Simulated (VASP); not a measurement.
Input of a VASP 6.6.1 run:

INCAR

```
  ALGO = Normal
  EDIFF = 1E-8
  ENCUT = 520
  GGA = PE
  ISIF = 2
  ISMEAR = -1
  LASPH = T
  LCHARG = F
  LEFG = T
  LREAL = F
  LWAVE = F
  NBANDS = 44
  NELM = 60
  PREC = Accurate
  SIGMA = 0.02
```

The input KPOINTS:

```
k-points
0
Gamma
  5 5 4
```

The input POSCAR:

```
SiO2
1.0
    4.9501000000      0.0000000000      0.0000000000
    0.0000000000      4.9501000000      0.0000000000
    0.0000000000      0.0000000000      6.9259000000
Si O
4 8
Direct
    0.3027000000      0.3027000000      0.0000000000
    0.1973000000      0.8027000000      0.2500000000
    0.6973000000      0.6973000000      0.5000000000
    0.8027000000      0.1973000000      0.7500000000
    0.2388000000      0.1086000000      0.1817000000
    0.3914000000      0.7388000000      0.4317000000
    0.7612000000      0.8914000000      0.6817000000
    0.6086000000      0.2612000000      0.9317000000
    0.7388000000      0.3914000000      0.5683000000
    0.8914000000      0.7612000000      0.3183000000
    0.2612000000      0.6086000000      0.0683000000
    0.1086000000      0.2388000000      0.8183000000
```

Potentials or basis: VASP PAW PBE potentials, release 64 (Si, O).

The run is started by

```sh
$ cat potpaw_PBE.64/Si/POTCAR potpaw_PBE.64/O/POTCAR > POTCAR
$ mpirun -np 1 vasp_std > vasp.out
```

(1) Estimate the band gap on the k mesh.

(2) Estimate the largest force.

(3) Estimate the pressure.

## Answers

(1) 5.79 eV.

(2) 0.536 eV/Å.

(3) 6.8 GPa.

Caveat: the cell stands under pressure; without QUAD_EFG the Cq values of the log hold for a quadrupole moment of 1 mb, not for the nuclei; an odd mesh through Γ misses points on the zone boundary, where band edges can lie.
